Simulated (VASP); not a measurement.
A run of VASP 6.6.1 is set up as follows.

File INCAR:

```
PREC = Accurate ; ENCUT = 520
EDIFF = 1E-6 ; ISMEAR = 0
SIGMA = 0.15 ; LREAL = False
LASPH = True ; NELM = 80
ALGO = Normal ; ISIF = 2
LWAVE = False ; LCHARG = True
GGA = PE ; LELF = True
LVHAR = True ; NBANDS = 11
```

File KPOINTS:

```
Automatic mesh
0
Gamma
  18 18 18
```

File POSCAR:

```
Hf
1.0
   -1.8050000000      1.8050000000      1.8591500000
    1.8050000000     -1.8050000000      1.8591500000
    1.8050000000      1.8050000000     -1.8591500000
Hf
1
Direct
    0.0000000000      0.0000000000      0.0000000000
```

Potentials or basis: VASP PAW PBE potentials, release 64 (Hf_pv).

Run with:

```console
$ cat potpaw_PBE.64/Hf_pv/POTCAR > POTCAR
$ mpirun -np 1 vasp_std > vasp.out
```

(1) Predict the band gap on the k mesh.

(2) Estimate the pressure.

## Answers

(1) zero (bands 5 and 6 overlap by 2.04 eV).

(2) -7.5 GPa.

Caveat: the cell differs from its parent crystal (strain +0.000 along x and y, +0.030 along z); the cell stands under tension; spin-orbit coupling is left out, which moves the levels of the heavy elements.
